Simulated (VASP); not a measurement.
# GaSb (qlda) (F-43m) in VASP: notebook

The runs below take GaSb (qlda) through single point, with LDA.

Everything below comes from runs of VASP 6.6.1. Logs are shortened: lines on timing, memory, paths and dates and some standing lists are left out, and cuts for length are marked.

### 1 The cell of the first run

Symmetry: F-43m, No. 216, cubic system. The conventional cell has a = 6.047 Å, b = 6.047 Å, c = 6.047 Å, α = 90.00°, β = 90.00°, γ = 90.00°. Ga (site symmetry -43m) has 4 Sb at 2.62 Å within 3.5 Å. Sb (site symmetry -43m) has 4 Ga at 2.62 Å within 3.5 Å.

### 2 Single point, LDA

INCAR reads:

```
SYSTEM = GaSb
  ALGO = Normal
  EDIFF = 1E-6
  ENCUT = 520
  GGA = CA
  ISIF = 2
  ISMEAR = 0
  LASPH = .True.
  LCHARG = .False.
  LREAL = .False.
  LWAVE = .False.
  NBANDS = 16
  NELM = 80
  PREC = Accurate
  SIGMA = 0.01
```

KPOINTS reads:

```
k-points
0
Gamma
  8 8 8
  0 0 0
```

POSCAR reads:

```
GaSb
1.0
    0.0000000000      3.0234173300      3.0234173300
    3.0234173300      0.0000000000      3.0234173300
    3.0234173300      3.0234173300      0.0000000000
Ga Sb
1 1
Direct
    0.0000000000      0.0000000000      0.0000000000
    0.2500000000      0.2500000000      0.2500000000
```

Potentials or basis: VASP PAW LDA potentials, release 64 (Ga_d, Sb).

On the command line:

```
$ cat potpaw_LDA.64/Ga_d/POTCAR potpaw_LDA.64/Sb/POTCAR > POTCAR
$ mpirun -np 1 vasp_std > vasp.out
```

OUTCAR:

```text
SYSTEM = GaSb
   EDIFF = 1E-6
   ENCUT = 520
   GGA = CA
   ISIF = 2
   ISMEAR = 0
   LASPH = .True.
   LREAL = .False.
   NELM = 80
   PREC = Accurate

 ion  position               nearest neighbor table
   1  0.000  0.000  0.000-   2 2.62   2 2.62   2 2.62   2 2.62
   2  0.250  0.250  0.250-   1 2.62   1 2.62   1 2.62   1 2.62

  LATTYP: Found a face centered cubic cell.
 ALAT       =     6.0468346600

  Lattice vectors:

 A1 = (   0.0000000000,   3.0234173300,   3.0234173300)
 A2 = (   3.0234173300,   0.0000000000,   3.0234173300)
 A3 = (   3.0234173300,   3.0234173300,   0.0000000000)

Analysis of symmetry for initial positions (statically):
=====================================================================
 Subroutine PRICEL returns:
 Original cell was already a primitive cell.

 Routine SETGRP: Setting up the symmetry group for a
 face centered cubic supercell.

 Subroutine GETGRP returns: Found 24 space group operations
 (whereof 24 operations were pure point group operations)
 out of a pool of 48 trial point group operations.

The static configuration has the point symmetry T_d .

Analysis of symmetry for dynamics (positions and initial velocities):
=====================================================================
 Subroutine PRICEL returns:
 Original cell was already a primitive cell.

 Routine SETGRP: Setting up the symmetry group for a
 face centered cubic supercell.

 Subroutine GETGRP returns: Found 24 space group operations
 (whereof 24 operations were pure point group operations)
 out of a pool of 48 trial point group operations.

The dynamic configuration has the point symmetry T_d .

 Subroutine INISYM returns: Found 24 space group operations
 (whereof 24 operations are pure point group operations),
 and found     1 'primitive' translations

----------------------------------------------------------------------------------------

                                     Primitive cell

  volume of cell :      55.2744

  direct lattice vectors                    reciprocal lattice vectors
     0.000000000  3.023417330  3.023417330    -0.165375780  0.165375780  0.165375780
     3.023417330  0.000000000  3.023417330     0.165375780 -0.165375780  0.165375780
     3.023417330  3.023417330  0.000000000     0.165375780  0.165375780 -0.165375780

  length of vectors
     4.275757793  4.275757793  4.275757793     0.286439254  0.286439254  0.286439254

  position of ions in fractional coordinates (direct lattice)
     0.000000000  0.000000000  0.000000000
     0.250000000  0.250000000  0.250000000

  ion indices of the primitive-cell ions
   primitive index   ion index
                 1           1
                 2           2

----------------------------------------------------------------------------------------

 KPOINTS: k-points

Automatic generation of k-mesh.
 Grid dimensions read from file:
 generate k-points for:    8    8    8

 Generating k-lattice:

  Cartesian coordinates                     Fractional coordinates (reciprocal lattice)
    -0.020671973  0.020671973  0.020671973     0.125000000  0.000000000  0.000000000
     0.020671973 -0.020671973  0.020671973     0.000000000  0.125000000  0.000000000
     0.020671973  0.020671973 -0.020671973     0.000000000  0.000000000  0.125000000

  Length of vectors
     0.035804907  0.035804907  0.035804907

  Shift w.r.t. Gamma in fractional coordinates (k-lattice)
     0.000000000  0.000000000  0.000000000

 Subroutine IBZKPT returns following result:
 ===========================================

 Found     29 irreducible k-points:

 Following reciprocal coordinates:
            Coordinates               Weight
  0.000000  0.000000  0.000000      1.000000
  0.125000  0.000000  0.000000      8.000000
  0.250000  0.000000  0.000000      8.000000
  0.375000  0.000000  0.000000      8.000000
  0.500000  0.000000  0.000000      4.000000
  0.125000  0.125000  0.000000      6.000000
[... 16 lines left out ...]
  0.500000  0.250000  0.125000     48.000000
 -0.375000  0.250000  0.125000     24.000000
 [... further k-points ...]
   k-points           NKPTS =     29   k-points in BZ     NKDIM =     29   number of bands    NBANDS=     16
   number of dos      NEDOS =    301   number of ions     NIONS =      2
   total plane-waves  NPLWV =  32768
   dimension x,y,z NGX =    32 NGY =   32 NGZ =   32
   dimension x,y,z NGXF=    64 NGYF=   64 NGZF=   64
   ions per type =               1   1
   NGX,Y,Z   is equivalent  to a cutoff of  12.44, 12.44, 12.44 a.u.
   NGXF,Y,Z  is equivalent  to a cutoff of  24.88, 24.88, 24.88 a.u.
 SYSTEM =  GaSb
   PREC   = accura    normal or accurate (medium, high low for compatibility)
   ISTART =      0    job   : 0-new  1-cont  2-samecut
   ICHARG =      2    charge: 1-file 2-atom 10-const
   ISPIN  =      1    spin polarized calculation?
   LNONCOLLINEAR =      F non collinear calculations
   LSORBIT =      F    spin-orbit coupling
   LASPH  =      T    aspherical Exc in radial PAW
   ENCUT  =  520.0 eV  38.22 Ry    6.18 a.u.   7.95  7.95  7.95*2*pi/ulx,y,z
   NELM   =     80;   NELMIN=  2; NELMDL= -5     # of ELM steps
   EDIFF  = 0.1E-05   stopping-criterion for ELM
   LREAL  =      F    real-space projection
   EDIFFG = 0.1E-04   stopping-criterion for IOM
   NSW    =      0    number of steps for IOM
   IBRION =     -1    ionic relax: 0-MD 1-quasi-New 2-CG
   NFREE  =      0    steps in history (QN), initial steepest desc. (CG)
   ISIF   =      2    stress and relaxation
   ISYM   =      2    0-nonsym 1-usesym 2-fastsym
   POTIM  = 0.5000    time-step for ionic-motion
   TEBEG  =    0.0;   TEEND  =   0.0 temperature during run
   PSTRESS=    0.0 pullay stress
   NELECT =      18.0000    total number of electrons
   NUPDOWN=      -1.0000    fix difference up-down
   EMIN   =  10.00;   EMAX   =-10.00  energy-range for DOS
   EFERMI =   0.00;   METHOD = LEGACY
   ISMEAR =     0;   SIGMA  =   0.01  broadening in eV -4-tet -1-fermi 0-gaus
   EFERMI_NEDOS =   21; number of points for ismear=-14 and -15
   IALGO  =     38    algorithm
   IMIX   =      4    mixing-type and parameters
     AMIX     =   0.40;   BMIX     =  1.00
     AMIX_MAG =   1.60;   BMIX_MAG =  1.00
  volume/ion in A,a.u.               =      27.64       186.51
  Fermi-wavevector in a.u.,A,eV,Ry     =   1.126309  2.128415 17.259971  1.268572
  Thomas-Fermi vector in A             =   2.262990
   LORBIT       =      0    0 simple, 1 ext, 2 COOP (PROOUT), +10 PAW based schemes
   GGA     = CA    functional components
   LHFCALC =     F    Hartree Fock is set to
   AEXX    =    0.0000 exact exchange contribution
   IVDW    =     0    specifies the selected vdW correction
   LEPSILON=     F    determine dielectric tensor
   LRPA    =     F    only Hartree local field effects (RPA)
 non-spin polarized calculation
 Gauss-broadening in eV      SIGMA  =   0.01
  energy-cutoff  :      520.00
  volume of cell :       55.27
 maximum number of plane-waves:      1524
   NGX = 15   NGY = 15   NGZ = 15

 number of electron      17.9999990 magnetization

 Free energy of the ion-electron system (eV)
  ---------------------------------------------------
  ext. energy  EPLUGINS =         0.00000000
  ---------------------------------------------------
  free energy    TOTEN  =        -8.66635281 eV

  energy without entropy =       -8.66635281  energy(sigma->0) =       -8.66635281

 E-fermi :   5.0922     XC(G=0):  -9.5479

 val. band max:        5.0490729044   @ k =   0.0000   0.0000   0.0000
 cond. band min:       5.1752858367   @ k =   0.0000   0.0000   0.0000
 fundamental gap:      0.1262129323
 Fermi energy:         5.0922032172

 k-point     1 :       0.0000    0.0000    0.0000
  band No.  band energies     occupation
      1     -10.1719      2.00000
      2     -10.1719      2.00000
      3     -10.1719      2.00000
      4     -10.1171      2.00000
      5     -10.1171      2.00000
      6      -6.7168      2.00000
[... 8 lines left out ...]
     15      13.6717      0.00000
     16      13.6717      0.00000

 k-point     2 :       0.1250    0.0000    0.0000
  band No.  band energies     occupation
      1     -10.1766      2.00000
      2     -10.1698      2.00000
      3     -10.1698      2.00000
      4     -10.1173      2.00000
      5     -10.1173      2.00000
      6      -6.5500      2.00000
[... 8 lines left out ...]
     15      12.8271      0.00000
     16      12.8271      0.00000

 k-point     3 :       0.2500    0.0000    0.0000
  band No.  band energies     occupation
      1     -10.1879      2.00000
      2     -10.1653      2.00000
      3     -10.1653      2.00000
      4     -10.1176      2.00000
      5     -10.1176      2.00000
      6      -6.0738      2.00000
[... 8 lines left out ...]
     15      12.6114      0.00000
     16      12.6114      0.00000

 k-point     4 :       0.3750    0.0000    0.0000
  band No.  band energies     occupation
      1     -10.1989      2.00000
      2     -10.1613      2.00000
      3     -10.1613      2.00000
      4     -10.1173      2.00000
      5     -10.1173      2.00000
      6      -5.4079      2.00000
[... 8 lines left out ...]
     15      13.5926      0.00000
     16      13.5926      0.00000
[... 324 lines left out ...]
 k-point    22 :       0.3750    0.2500    0.1250
  band No.  band energies     occupation
      1     -10.1988      2.00000
      2     -10.1599      2.00000
      3     -10.1584      2.00000
      4     -10.1217      2.00000
      5     -10.1157      2.00000
      6      -5.6581      2.00000
[... 8 lines left out ...]
     15      14.0887      0.00000
     16      14.3661      0.00000

 k-point    23 :       0.5000    0.2500    0.1250
  band No.  band energies     occupation
      1     -10.2061      2.00000
      2     -10.1572      2.00000
      3     -10.1546      2.00000
      4     -10.1216      2.00000
      5     -10.1163      2.00000
      6      -5.0185      2.00000
[... 8 lines left out ...]
     15      13.8010      0.00000
     16      15.2105      0.00000

 k-point    24 :      -0.3750    0.2500    0.1250
  band No.  band energies     occupation
      1     -10.2089      2.00000
      2     -10.1565      2.00000
      3     -10.1531      2.00000
      4     -10.1207      2.00000
      5     -10.1171      2.00000
      6      -4.6322      2.00000
[... 8 lines left out ...]
     15      14.6472      0.00000
     16      15.2618      0.00000

 [... further k-points ...]
[... 5 lines left out ...]
  --------------------------------------------------------------------------------------
  -------------------------------------------------------------------------------------
  Total        0.0729847      0.0729847      0.0729847      0.0000000      0.0000000     -0.0000000
  in kB        2.1155235      2.1155235      2.1155235      0.0000000      0.0000000     -0.0000000
  external PRESSURE =       2.1155235 kB  Pullay stress =       0.0000000 kB

 VOLUME and BASIS-vectors are now :
 -----------------------------------------------------------------------------
  energy-cutoff  :      520.00
  volume of cell :       55.27
      direct lattice vectors                 reciprocal lattice vectors
     0.000000000  3.023417330  3.023417330    -0.165375780  0.165375780  0.165375780
     3.023417330  0.000000000  3.023417330     0.165375780 -0.165375780  0.165375780
     3.023417330  3.023417330  0.000000000     0.165375780  0.165375780 -0.165375780

 POSITION                                       TOTAL-FORCE (eV/Angst)
 -----------------------------------------------------------------------------------
      0.00000      0.00000      0.00000         0.000000      0.000000      0.000000
      1.51171      1.51171      1.51171        -0.000000     -0.000000     -0.000000
 -----------------------------------------------------------------------------------
    total drift:                                0.000000      0.000000      0.000000

  FREE ENERGIE OF THE ION-ELECTRON SYSTEM (eV)
  ---------------------------------------------------
  free  energy   TOTEN  =        -8.6663528056 eV

  energy  without entropy=       -8.6663528056  energy(sigma->0) =       -8.66635281
```

Wall time 14 s (1 thread of AMD EPYC 9R45 (Zen 5), shared host); peak memory 0.14 GiB.

Results:

- Free energy: -8.6664 eV
- Pressure: 0.2 GPa
- Band gap on the k mesh: 0.13 eV, direct

Caveat: spin-orbit coupling is left out, which moves the levels of the heavy elements. A k mesh can miss the band edges.

### 3 Single point, LDA

INCAR reads:

```
ALGO = Normal ; EDIFF = 1E-6
ENCUT = 520 ; ISIF = 2
ISMEAR = 0 ; LASPH = True
LCHARG = False ; LREAL = False
LWAVE = False ; NBANDS = 16
NELM = 60 ; PREC = Accurate
SIGMA = 0.1
```

KPOINTS reads:

```
k-points
0
Gamma
  10 10 10
```

POSCAR reads:

```
GaSb
1.0
    0.0000000000      3.0244335307      3.0244335307
    3.0244335307      0.0000000000      3.0244335307
    3.0244335307      3.0244335307      0.0000000000
Ga Sb
1 1
Direct
    0.0000000000      0.0000000000      0.0000000000
    0.2500000000      0.2500000000      0.2500000000
```

Potentials or basis: VASP PAW LDA potentials, release 64 (Ga_d, Sb).

On the command line:

```
$ cat potpaw_LDA.64/Ga_d/POTCAR potpaw_LDA.64/Sb/POTCAR > POTCAR
$ mpirun -np 1 vasp_std > vasp.out
```

Wall time 22 s (1 thread of AMD EPYC 9R45 (Zen 5), shared host); peak memory 0.15 GiB.

Results (log left out):

```yaml
Free_energy: -8.6722 eV
Pressure: 0.2 GPa
Band_gap_on_the_k_mesh: 0.12 eV, direct
```

Levels at points of the mesh, in eV from the valence-band top:
```
           k point  band 5  band 6  band 7  band 8  band 9  band 10  band 11  band 12  band 13  band 14
(0.00, 0.00, 0.00)  -15.16  -11.76    0.00    0.00    0.00     0.12     2.74     2.74     2.74     5.64
(0.50, 0.00, 0.00)  -15.16  -10.05   -6.58   -1.21   -1.21     0.37     3.71     3.71     6.29     9.40
(0.50, 0.50, 0.00)  -15.16   -9.17   -7.01   -2.70   -2.70     0.79     1.10     8.80     8.80    10.19
```

Caveat: spin-orbit coupling is left out, which moves the levels of the heavy elements. A k mesh can miss the band edges.
